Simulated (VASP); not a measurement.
Set up this calculation in VASP 6.6.1, as the native input.

```
Task                   : single point
Functional             : PBEsol
Potentials or basis    : VASP PAW PBE potentials, release 64 (Pt)
Cutoff                 : 520 eV
k mesh                 : 20 × 20 × 20
Occupations            : gaussian, width 0.15 eV
Spin                   : no spin polarisation
Dipole correction      : no
Further INCAR settings : ALGO = Normal; EDIFF = 1e-07; NBANDS = 11
```

The structure of Pt lies in POSCAR:

```
Pt
1.0
    0.0000000000      1.7621100000      1.9579000000
    1.7621100000      0.0000000000      1.9579000000
    1.7621100000      1.7621100000      0.0000000000
Pt
1
Direct
    0.0000000000      0.0000000000      0.0000000000
```

This cell differs from its parent crystal: strain -0.1000 x Voigt [1, 1, 0, 0, 0, 0].

One way to write it, as run:

INCAR

```
PREC = Accurate
ENCUT = 520
EDIFF = 1E-7
ISMEAR = 0
SIGMA = 0.15
LREAL = F
LASPH = T
NELM = 100
ALGO = Normal
ISIF = 2
LWAVE = F
LCHARG = F
GGA = PS
NBANDS = 11
```

KPOINTS

```
regular mesh
0
Gamma
  20 20 20
```

Potentials or basis: VASP PAW PBE potentials, release 64 (Pt).

Run with:

```bash
$ cat potpaw_PBE.64/Pt/POTCAR > POTCAR
$ mpirun -np 1 vasp_std > vasp.out
```

Results of the run:

```json
{
  "Pressure": "109.9 GPa",
  "Band gap on the k mesh": "zero (band 5 reaches 17.41 eV, above the bottom of band 6 at 13.43 eV)"
}
```

Caveat: the cell differs from its parent crystal (strain -0.1000 x Voigt [1, 1, 0, 0, 0, 0]); the PAW data sets were made with another functional, which shifts forces and pressure a little; spin-orbit coupling is left out, which moves the levels of the heavy elements.

Wall time 30 s on 1 thread of Intel(R) Xeon(R) 6975P-C (Granite Rapids), with other jobs on the host, peak memory 0.2 GiB.
